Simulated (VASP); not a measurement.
# SiC20: single point with LDA

The system is SiC20, a slab with vacuum.

```
CELL_PARAMETERS angstrom
8.46784 0.00000 0.00000
-2.11696 8.61254 0.00000
0.00000 0.00000 20.23885
ATOMIC_POSITIONS crystal
C 0.07830 0.97986 0.19764
C 0.57830 0.97986 0.19764
C 0.41163 0.97986 0.19764
C 0.91163 0.97986 0.19764
C 0.32326 0.95972 0.25742
C 0.82326 0.95972 0.25742
C 0.15660 0.95972 0.25742
C 0.65660 0.95972 0.25742
C 0.06722 0.93953 0.31710
C 0.56722 0.93953 0.31710
C 0.40255 0.93953 0.31710
C 0.90255 0.93953 0.31710
C 0.31156 0.91922 0.37704
C 0.81156 0.91922 0.37704
C 0.14805 0.91922 0.37704
C 0.64805 0.91922 0.37704
C 0.04808 0.90066 0.43179
C 0.54808 0.90066 0.43179
C 0.40225 0.90066 0.43179
C 0.90225 0.90066 0.43179
Si 0.17308 0.15066 0.43427
```

```json
{
  "Program": "VASP 6.6.1",
  "Task": "single point",
  "Functional": "LDA",
  "Potentials or basis": "VASP PAW LDA potentials, release 64 (C, Si)",
  "Cutoff": "520 eV",
  "k mesh": "4 × 3 × 1",
  "Occupations": "gaussian, width 0.1 eV",
  "Spin": "no spin polarisation"
}
```

The largest force is 6.959 eV/Å and the band gap on the k mesh is 0.09 eV, indirect (least direct gap 0.42 eV).

Forces in eV/Å, atoms in the order of the input:
```
C   -6.725 -0.222  0.901
C   -6.893 -0.125  0.951
C    6.784 -0.108  1.027
C    6.797  0.033  0.974
C   -0.311  0.104 -1.126
C   -0.379  0.087 -1.124
C    0.208  0.114 -1.064
C    0.413  0.101 -0.982
C   -0.066 -0.012 -0.836
C   -0.013  0.009 -0.132
C    0.027  0.029 -0.150
C    0.002  0.066 -0.256
C    0.280  0.238 -0.126
C   -0.547 -0.203 -0.397
C    0.215  0.609 -1.352
C    0.637 -0.100 -0.104
C    3.135  1.699  2.093
C    0.387 -0.014  0.447
C   -0.491  0.071  0.644
C   -3.369  0.262  0.621
Si  -0.092 -2.637 -0.010
```

Levels at points of the mesh, in eV from the valence-band top:
```tsv
k point	band 38	band 39	band 40	band 41	band 42	band 43	band 44	band 45	band 46	band 47
(0.00, 0.00, 0.00)	-1.64	-1.46	-1.02	-0.48	-0.35	0.09	0.35	0.82	1.00	1.20
(0.50, 0.00, 0.00)	-1.73	-1.58	-1.36	-1.32	0.00	0.51	0.61	0.67	1.24	1.40
```

Wall time 17 min on 1 thread of Intel(R) Xeon(R) 6975P-C (Granite Rapids), with other jobs on the host, peak memory 1 GiB.
